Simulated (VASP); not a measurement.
Write the native input for VASP 6.6.1 that does the following.

```
Task                   : single point
Functional             : PBE
Potentials or basis    : VASP PAW PBE potentials, release 64 (Mg, B)
Cutoff                 : 520 eV
k mesh                 : 6 × 6 × 4
Occupations            : gaussian, width 0.1 eV
Spin                   : no spin polarisation
Dipole correction      : no
Further INCAR settings : ALGO = Normal; EDIFF = 1e-07; NBANDS = 14
```

The structure of Mg2B3 lies in POSCAR:

```
Mg2B3
1.0
    3.8877055478      0.0000000000      0.0000000000
   -1.9438527739      3.3668517668      0.0000000000
    0.0000000000      0.0000000000      4.6696395725
Mg B
2 3
Direct
    0.6666666667      0.3333333333      0.5000000000
    0.3333333333      0.6666666667      0.0000000000
    0.0000000000      0.0000000000      0.6739209166
    0.0000000000      0.0000000000      0.3260790834
    0.6666666667      0.3333333333      0.0000000000
```

The input as run:

INCAR

```
PREC = Accurate
ENCUT = 520
EDIFF = 1E-7
ISMEAR = 0
SIGMA = 0.1
LREAL = F
LASPH = T
NELM = 80
ALGO = Normal
ISIF = 2
LWAVE = F
LCHARG = T
GGA = PE
LELF = T
LVHAR = T
NBANDS = 14
```

KPOINTS

```
Automatic mesh
0
Gamma
  6 6 4
```

Potentials or basis: VASP PAW PBE potentials, release 64 (Mg, B).

Launch:

```console
$ cat potpaw_PBE.64/Mg/POTCAR potpaw_PBE.64/B/POTCAR > POTCAR
$ mpirun -np 1 vasp_std > vasp.out
```

Results of the run:

| Quantity | Value |
| --- | --- |
| Pressure | 0.0 GPa |
| Largest force | 0.019 eV/Å |

Wall time 9 s on 1 thread of Intel(R) Xeon(R) 6975P-C (Granite Rapids) (shared host), peak memory 0.18 GiB.
